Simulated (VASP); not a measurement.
# CdP3 (P6_3/mmc) in VASP: relaxation of cell and atoms with PBE

Aim: the relaxation of cell and atoms of CdP3 with PBE.

Program: VASP 6.6.1. These are calculated values, not measurements. Logs are shortened: lines on timing, memory, paths and dates and some standing lists are left out, and cuts for length are marked.

## 1. The cell of the first run

The structure is hexagonal, space group P6_3/mmc (No. 194). Conventional cell: a = 7.116 Å, b = 7.116 Å, c = 5.151 Å, α = 90.00°, β = 90.00°, γ = 120.00°. Cd (site symmetry -6m2) has 12 P at 3.64 to 3.83 Å and 6 Cd at 4.85 Å within 4.9 Å. P (site symmetry mm2) has 6 P at 2.20 to 2.87 Å within 2.9 Å.

## 2. Relaxation of cell and atoms, PBE

Contents of INCAR:

```
SYSTEM = CdP3
PREC = Accurate
ENCUT = 600
EDIFF = 1E-6
ISMEAR = 0
SIGMA = 0.1
LREAL = .False.
LASPH = .True.
NELM = 100
ALGO = Normal
ISIF = 3
LWAVE = .False.
LCHARG = .False.
GGA = PE
IBRION = 2
NSW = 100
EDIFFG = -0.01
```

Contents of KPOINTS:

```
Automatic mesh
0
Gamma
  6 6 8
  0 0 0
```

Contents of POSCAR:

```
CdP3
1.0
    7.1159935289      0.0000000000      0.0000000000
   -3.5579967644      6.1626311692      0.0000000000
    0.0000000000      0.0000000000      5.1512256930
Cd P
2 6
Direct
    0.3333333333      0.6666666667      0.2500000000
    0.6666666667      0.3333333333      0.7500000000
    0.8970768686      0.7941537371      0.2500000000
    0.1029231314      0.8970768686      0.7500000000
    0.2058462629      0.1029231314      0.2500000000
    0.1029231314      0.2058462629      0.7500000000
    0.8970768686      0.1029231314      0.2500000000
    0.7941537371      0.8970768686      0.7500000000
```

Potentials or basis: VASP PAW PBE potentials, release 64 (Cd, P).

The run is started by

```
$ cat potpaw_PBE.64/Cd/POTCAR potpaw_PBE.64/P/POTCAR > POTCAR
$ mpirun -np 1 vasp_std > vasp.out
```

OUTCAR:

```text
SYSTEM = CdP3
   PREC = Accurate
   ENCUT = 600
   EDIFF = 1E-6
   ISMEAR = 0
   LREAL = .False.
   LASPH = .True.
   NELM = 100
   ISIF = 3
   GGA = PE
   IBRION = 2
   NSW = 100
   EDIFFG = -0.01

 ion  position               nearest neighbor table
   1  0.333  0.667  0.250-
   2  0.667  0.333  0.750-
   3  0.897  0.794  0.250-   7 2.20   5 2.20   4 2.87   4 2.87   8 2.87   8 2.87
   4  0.103  0.897  0.750-   6 2.20   8 2.20   5 2.87   5 2.87   3 2.87   3 2.87
   5  0.206  0.103  0.250-   7 2.20   3 2.20   4 2.87   4 2.87   6 2.87   6 2.87
   6  0.103  0.206  0.750-   4 2.20   8 2.20   7 2.87   7 2.87   5 2.87   5 2.87
   7  0.897  0.103  0.250-   3 2.20   5 2.20   8 2.87   8 2.87   6 2.87   6 2.87
   8  0.794  0.897  0.750-   4 2.20   6 2.20   7 2.87   7 2.87   3 2.87   3 2.87

  LATTYP: Found a hexagonal cell.
 ALAT       =     7.1159935289
 C/A-ratio  =     0.7238940946

  Lattice vectors:

 A1 = (   7.1159935289,   0.0000000000,   0.0000000000)
 A2 = (  -3.5579967644,   6.1626311692,   0.0000000000)
 A3 = (   0.0000000000,   0.0000000000,   5.1512256930)

Analysis of symmetry for initial positions (statically):
=====================================================================
 Subroutine PRICEL returns:
 Original cell was already a primitive cell.

 Routine SETGRP: Setting up the symmetry group for a
 hexagonal supercell.

 Subroutine GETGRP returns: Found 24 space group operations
 (whereof 12 operations were pure point group operations)
 out of a pool of 24 trial point group operations.

The static configuration has the point symmetry D_3d.
 The point group associated with its full space group is D_6h.

Analysis of symmetry for dynamics (positions and initial velocities):
=====================================================================
 Subroutine PRICEL returns:
 Original cell was already a primitive cell.

 Routine SETGRP: Setting up the symmetry group for a
 hexagonal supercell.

 Subroutine GETGRP returns: Found 24 space group operations
 (whereof 12 operations were pure point group operations)
 out of a pool of 24 trial point group operations.

The dynamic configuration has the point symmetry D_3d.
 The point group associated with its full space group is D_6h.

 Subroutine INISYM returns: Found 24 space group operations
 (whereof 12 operations are pure point group operations),
 and found     1 'primitive' translations

----------------------------------------------------------------------------------------

                                     Primitive cell

  volume of cell :     225.8980

  direct lattice vectors                    reciprocal lattice vectors
     7.115993529  0.000000000  0.000000000     0.140528515  0.081134176  0.000000000
    -3.557996764  6.162631169  0.000000000     0.000000000  0.162268351  0.000000000
     0.000000000  0.000000000  5.151225693     0.000000000  0.000000000  0.194128555

  length of vectors
     7.115993529  7.115993529  5.151225693     0.162268351  0.162268351  0.194128555

  position of ions in fractional coordinates (direct lattice)
     0.333333333  0.666666667  0.250000000
     0.666666667  0.333333333  0.750000000
     0.897076869  0.794153737  0.250000000
     0.102923131  0.897076869  0.750000000
     0.205846263  0.102923131  0.250000000
     0.102923131  0.205846263  0.750000000
     0.897076869  0.102923131  0.250000000
     0.794153737  0.897076869  0.750000000

  ion indices of the primitive-cell ions
   primitive index   ion index
                 1           1
                 2           2
                 3           3
                 4           4
                 5           5
                 6           6
                 7           7
                 8           8

----------------------------------------------------------------------------------------

 KPOINTS: Automatic mesh

Automatic generation of k-mesh.
 Grid dimensions read from file:
 generate k-points for:    6    6    8

 Generating k-lattice:

  Cartesian coordinates                     Fractional coordinates (reciprocal lattice)
     0.023421419  0.013522363  0.000000000     0.166666667  0.000000000  0.000000000
     0.000000000  0.027044725  0.000000000     0.000000000  0.166666667  0.000000000
     0.000000000  0.000000000  0.024266069     0.000000000  0.000000000  0.125000000

  Length of vectors
     0.027044725  0.027044725  0.024266069

  Shift w.r.t. Gamma in fractional coordinates (k-lattice)
     0.000000000  0.000000000  0.000000000

 Subroutine IBZKPT returns following result:
 ===========================================

 Found     35 irreducible k-points:

 Following reciprocal coordinates:
            Coordinates               Weight
  0.000000  0.000000  0.000000      1.000000
  0.166667  0.000000  0.000000      6.000000
  0.333333  0.000000  0.000000      6.000000
  0.500000  0.000000  0.000000      3.000000
  0.166667  0.166667  0.000000      6.000000
  0.333333  0.166667  0.000000     12.000000
[... 16 lines left out ...]
  0.166667  0.000000  0.375000     12.000000
  0.333333  0.000000  0.375000     12.000000
 [... further k-points ...]
   k-points           NKPTS =     35   k-points in BZ     NKDIM =     35   number of bands    NBANDS=     32
   number of dos      NEDOS =    301   number of ions     NIONS =      8
   total plane-waves  NPLWV = 151200
   dimension x,y,z NGX =    60 NGY =   60 NGZ =   42
   dimension x,y,z NGXF=   120 NGYF=  120 NGZF=   84
   ions per type =               2   6
   NGX,Y,Z   is equivalent  to a cutoff of  14.02, 14.02, 13.55 a.u.
   NGXF,Y,Z  is equivalent  to a cutoff of  28.03, 28.03, 27.11 a.u.
 SYSTEM =  CdP3
   PREC   = accura    normal or accurate (medium, high low for compatibility)
   ISTART =      0    job   : 0-new  1-cont  2-samecut
   ICHARG =      2    charge: 1-file 2-atom 10-const
   ISPIN  =      1    spin polarized calculation?
   LNONCOLLINEAR =      F non collinear calculations
   LSORBIT =      F    spin-orbit coupling
   LASPH  =      T    aspherical Exc in radial PAW
   ENCUT  =  600.0 eV  44.10 Ry    6.64 a.u.  14.21 14.21 10.29*2*pi/ulx,y,z
   NELM   =    100;   NELMIN=  2; NELMDL= -5     # of ELM steps
   EDIFF  = 0.1E-05   stopping-criterion for ELM
   LREAL  =      F    real-space projection
   EDIFFG = -.1E-01   stopping-criterion for IOM
   NSW    =    100    number of steps for IOM
   IBRION =      2    ionic relax: 0-MD 1-quasi-New 2-CG
   NFREE  =      1    steps in history (QN), initial steepest desc. (CG)
   ISIF   =      3    stress and relaxation
   ISYM   =      2    0-nonsym 1-usesym 2-fastsym
   POTIM  = 0.5000    time-step for ionic-motion
   TEBEG  =    0.0;   TEEND  =   0.0 temperature during run
   PSTRESS=    0.0 pullay stress
   NELECT =      54.0000    total number of electrons
   NUPDOWN=      -1.0000    fix difference up-down
   EMIN   =  10.00;   EMAX   =-10.00  energy-range for DOS
   EFERMI =   0.00;   METHOD = LEGACY
   ISMEAR =     0;   SIGMA  =   0.10  broadening in eV -4-tet -1-fermi 0-gaus
   EFERMI_NEDOS =   21; number of points for ismear=-14 and -15
   IALGO  =     38    algorithm
   IMIX   =      4    mixing-type and parameters
     AMIX     =   0.40;   BMIX     =  1.00
     AMIX_MAG =   1.60;   BMIX_MAG =  1.00
  volume/ion in A,a.u.               =      28.24       190.55
  Fermi-wavevector in a.u.,A,eV,Ry     =   1.016019  1.919998 14.045231  1.032295
  Thomas-Fermi vector in A             =   2.149339
   LORBIT       =      0    0 simple, 1 ext, 2 COOP (PROOUT), +10 PAW based schemes
   GGA     = PE    functional components
   LHFCALC =     F    Hartree Fock is set to
   AEXX    =    0.0000 exact exchange contribution
   IVDW    =     0    specifies the selected vdW correction
   LEPSILON=     F    determine dielectric tensor
   LRPA    =     F    only Hartree local field effects (RPA)
 conjugate gradient relaxation of ions
 non-spin polarized calculation
 Gauss-broadening in eV      SIGMA  =   0.10
  energy-cutoff  :      600.00
  volume of cell :      225.90
 maximum number of plane-waves:      7581
 NGX is ok and might be reduce to    60
   NGX = 29   NGY = 29   NGZ = 21

--------------------------------------- Ionic step        1  -------------------------------------------

 number of electron      54.0000001 magnetization

 Free energy of the ion-electron system (eV)
  ---------------------------------------------------
  ext. energy  EPLUGINS =         0.00000000
  ---------------------------------------------------
  free energy    TOTEN  =       -30.26381077 eV

  energy without entropy =      -30.24236926  energy(sigma->0) =      -30.25309002

------------------------ aborting loop because EDIFF is reached ----------------------------------------

  FORCE on cell =-STRESS in cart. coord.  units (eV):
  Direction    XX          YY          ZZ          XY          YZ          ZX
  --------------------------------------------------------------------------------------
  -------------------------------------------------------------------------------------
  Total       -0.3524232     -0.3524232     -0.0578040     -0.0000000      0.0000000      0.0000000
  in kB       -2.4995554     -2.4995554     -0.4099740     -0.0000000      0.0000000      0.0000000
  external PRESSURE =      -1.8030282 kB  Pullay stress =       0.0000000 kB
[... 69 lines left out ...]
  energy  without entropy=      -30.2406282422  energy(sigma->0) =      -30.25140305

--------------------------------------- Ionic step        3  -------------------------------------------

 number of electron      54.0000001 magnetization

 Free energy of the ion-electron system (eV)
  ---------------------------------------------------
  ext. energy  EPLUGINS =         0.00000000
  ---------------------------------------------------
  free energy    TOTEN  =       -30.26467374 eV

  energy without entropy =      -30.24319216  energy(sigma->0) =      -30.25393295

 E-fermi :   2.3659     XC(G=0):  -8.3512

 val. band max:        2.3459342044   @ k =   0.0000   0.0000   0.3750
 cond. band min:       2.7270407307   @ k =   0.5000   0.0000   0.0000
 fundamental gap:      0.3811065263
 Fermi energy:         2.3659132865

 k-point     1 :       0.0000    0.0000    0.0000
  band No.  band energies     occupation
      1     -13.2826      2.00000
      2     -10.2599      2.00000
      3      -7.8850      2.00000
      4      -7.8850      2.00000
      5      -5.2799      2.00000
      6      -5.2799      2.00000
[... 829 lines left out ...]
     31       4.4313      0.00000
     32       4.5207      0.00000

 [... further k-points ...]
[... 5 lines left out ...]
  --------------------------------------------------------------------------------------
  -------------------------------------------------------------------------------------
  Total        0.0380654      0.0380654     -0.0743206      0.0000000      0.0000000     -0.0000000
  in kB        0.2704423      0.2704423     -0.5280239      0.0000000      0.0000000     -0.0000000
  external PRESSURE =       0.0042869 kB  Pullay stress =       0.0000000 kB
[... 23 lines left out ...]
  FREE ENERGIE OF THE ION-ELECTRON SYSTEM (eV)
  ---------------------------------------------------
  free  energy   TOTEN  =       -30.2646737362 eV

  energy  without entropy=      -30.2431921604  energy(sigma->0) =      -30.25393295

 reached required accuracy - stopping structural energy minimisation
```

It took 34 min on 1 thread of Intel Xeon 8259CL, shared host; peak memory 0.58 GiB.

Results:

| Quantity | Value |
| --- | --- |
| Free energy | -30.2647 eV |
| Relaxed volume | 28.19 Å³/atom |
| Relaxed cell | a = 7.110 Å, b = 7.110 Å, c = 5.151 Å, α = 90.00°, β = 90.00°, γ = 120.00° |
| Space group after relaxing (to 0.1 Å) | P6_3/mmc (No. 194) |
| Energy gained by relaxing | 0.1 meV/atom |
| Ionic steps | 3 |
| Pressure after relaxing | 0.0 GPa |
| Largest force after relaxing | 0.004 eV/Å |
| Band gap on the k mesh | zero (bands 27 and 28 overlap by 1.37 eV) |

Forces on the atoms (eV/Å):
```
Cd   0.000  0.000  0.000
Cd   0.000  0.000  0.000
P    0.000  0.004  0.000
P   -0.004  0.002  0.000
P   -0.004 -0.002  0.000
P    0.000 -0.004  0.000
P    0.004 -0.002  0.000
P    0.004  0.002  0.000
```

Stress tensor (GPa, compression positive):
```
 0.03  0.00  0.00
 0.00  0.03  0.00
 0.00  0.00 -0.05
```

The path:
```
step  energy change (eV)  largest force (eV/Å)  pressure (GPa)  volume (Å³)
   1              0.0000                0.1028           -0.18       225.90
   2              0.0016                0.1670            0.32       224.86
   3             -0.0009                0.0042            0.00       225.51
```

Final structure:
```cif
data_structure
_symmetry_space_group_name_H-M 'P 1'
_symmetry_Int_Tables_number 1
_cell_length_a 7.1103
_cell_length_b 7.1103
_cell_length_c 5.1506
_cell_angle_alpha 90.000
_cell_angle_beta 90.000
_cell_angle_gamma 120.000
_cell_volume 225.51
loop_
_atom_site_label
_atom_site_type_symbol
_atom_site_fract_x
_atom_site_fract_y
_atom_site_fract_z
_atom_site_occupancy
Cd1 Cd 0.33333 0.66667 0.25000 1
Cd2 Cd 0.66667 0.33333 0.75000 1
P1 P 0.89723 0.79445 0.25000 1
P2 P 0.10277 0.89723 0.75000 1
P3 P 0.20555 0.10277 0.25000 1
P4 P 0.10277 0.20555 0.75000 1
P5 P 0.89723 0.10277 0.25000 1
P6 P 0.79445 0.89723 0.75000 1
```
